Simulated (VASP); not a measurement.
HfBF:

```
Hf B F
1.0
     4.44701    0.00000    0.00000
     0.00000    4.44701    0.00000
     0.00000    0.00000    4.22443
Hf B F
2 2 2
Direct
  0.50000 0.50000 0.00000
  0.00000 0.00000 0.00000
  0.50000 0.00000 0.25529
  0.00000 0.50000 0.74471
  0.00000 0.50000 0.37825
  0.50000 0.00000 0.62175
```

The cell was generated, and may not be a known phase.

| Item | Value |
| --- | --- |
| Program | VASP 6.6.1 |
| Task | relaxation of cell and atoms |
| Functional | PBE |
| Potentials or basis | VASP PAW PBE potentials, release 64 (Hf_pv, B, F) |
| Cutoff | 600 eV |
| k mesh | 8 × 8 × 10 |
| Occupations | gaussian, width 0.1 eV |
| Spin | no spin polarisation |

At the start: pressure -0.6 GPa; volume 13.92 Å³/atom.

Q: Where does the relaxation end?

A: Over 19 steps the energy falls by 3.0 meV/atom and the volume is 13.31 Å³/atom (-4.4 %); space group P4/nmm (No. 129, to 0.1 Å) before and after.

The path:
```csv
step,energy change (eV),largest force (eV/Å),pressure (GPa),volume (Å³)
1,0.0000,0.1356,-0.56,83.54
2,-0.0027,0.0417,0.15,82.95
3,-0.0027,0.0515,0.05,83.01
4,-0.0027,0.0494,0.06,83.00
5,-0.0030,0.0351,-0.01,83.03
6,-0.0035,0.0548,-0.36,83.11
7,-0.0037,0.0548,-0.34,83.09
8,-0.0040,0.0552,-0.32,83.03
9,-0.0047,0.0558,-0.26,82.90
10,-0.0060,0.0589,-0.15,82.65
11,-0.0079,0.0718,0.06,82.14
12,-0.0096,0.1198,0.54,81.12
13,-0.0101,0.1201,0.51,81.07
14,-0.0113,0.1228,0.40,80.93
15,-0.0134,0.1316,0.17,80.65
16,-0.0144,0.1585,-0.26,80.08
17,-0.0146,0.1478,-0.12,80.29
18,-0.0161,0.1128,-0.08,80.18
19,-0.0182,0.0062,-0.03,79.85
```

Final structure:
```cif
data_structure
_symmetry_space_group_name_H-M 'P 1'
_symmetry_Int_Tables_number 1
_cell_length_a 4.4413
_cell_length_b 4.4413
_cell_length_c 4.0481
_cell_angle_alpha 90.000
_cell_angle_beta 90.000
_cell_angle_gamma 90.000
_cell_volume 79.85
loop_
_atom_site_label
_atom_site_type_symbol
_atom_site_fract_x
_atom_site_fract_y
_atom_site_fract_z
_atom_site_occupancy
Hf1 Hf 0.50000 0.50000 0.00000 1
Hf2 Hf 0.00000 0.00000 0.00000 1
B1 B 0.50000 0.00000 0.28426 1
B2 B 0.00000 0.50000 0.71574 1
F1 F 0.00000 0.50000 0.33394 1
F2 F 0.50000 0.00000 0.66606 1
```
